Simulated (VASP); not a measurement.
Here is a VASP 6.6.1 calculation.

Contents of INCAR:

```
SYSTEM = CsAuBr3
PREC = Accurate ; ENCUT = 520
EDIFF = 1E-7 ; ISMEAR = 0
SIGMA = 0.1 ; LREAL = .False.
LASPH = .True. ; NELM = 60
ALGO = Normal ; ISIF = 2
LWAVE = .False. ; LCHARG = .False.
GGA = PE ; NBANDS = 52
```

Contents of KPOINTS:

```
regular mesh
0
Gamma
  2 3 2
  0 0 0
```

Contents of POSCAR:

```
CsAuBr3
1.0
    8.5185730000     -0.3498830000     -1.2308680000
   -0.7514050000      6.0902840000      0.6291560000
   -0.5667150000     -0.5060770000      7.4168660000
Au Br Cs
2 6 2
Direct
    0.6883593109      0.7258034628      0.9424237737
    0.9652144609      0.5165626899      0.1361143746
    0.0497055338      0.9380910236      0.3539414565
    0.1834709483      0.2730654378      1.0062869898
    0.7235671668      0.7478753252      0.3721790879
    0.3869526138      0.0390853978      0.8635524462
   -0.0015738071      0.8022449393      0.7706617100
    0.4138107547      0.6468345842      0.1282926719
    0.3005699046      0.5087988941      0.5839436765
    0.7831294968      0.2336549583      0.6615146638
```

Potentials or basis: VASP PAW PBE potentials, release 64 (Au, Br, Cs_sv).

Launch:

```console
$ cat potpaw_PBE.64/Au/POTCAR potpaw_PBE.64/Br/POTCAR potpaw_PBE.64/Cs_sv/POTCAR > POTCAR
$ mpirun -np 1 vasp_std > vasp.out
```

**Question.** What does it give for the band gap on the k mesh?

**Answer.** 0.26 eV (least direct gap 0.28 eV).

**Question.** What does it give for the pressure?

**Answer.** -0.1 GPa.

**Question.** Estimate the largest force.

**Answer.** 1.849 eV/Å.

Stress tensor (GPa, compression positive):
```
-1.10  1.17  1.19
 1.17  0.62 -0.88
 1.19 -0.88  0.06
```

Caveat: the k points lie up to 0.43 Å⁻¹ apart; spin-orbit coupling is left out, which moves the levels of the heavy elements.
